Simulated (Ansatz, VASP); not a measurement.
**One calculation of BaO, two programs**

```
Ba O
1.0
     0.00000    2.69434    2.69434
     2.69434    0.00000    2.69434
     2.69434    2.69434    0.00000
Ba O
1 1
Direct
  0.00000 0.00000 0.00000
  0.50000 0.50000 0.50000
```

Change from the starting cell: volume scaled by 0.9405.

Alike in both runs: task single point; functional PBE; k mesh 8 × 8 × 8; occupations fermi-dirac, width 0.02 eV; no spin polarisation.

```csv
,VASP,Ansatz
version,VASP 6.6.1,Ansatz 0.2.0
potentials or method,"VASP PAW PBE potentials, release 64 (Ba_sv, O), cutoff 600 eV","all-electron LAPW, scalar-relativistic"
```

Ansatz gave:

```
gap on the k mesh at the Fermi level (eV) : 1.73
pressure (GPa)                            : 8.8
```

Task: What did VASP give for the same quantities?

Result: gap on the k mesh at the Fermi level (eV): 1.65; pressure (GPa): 11.1.

Ansatz ran all-electron here, and VASP with PAW potentials.

Spin-orbit coupling is off throughout.
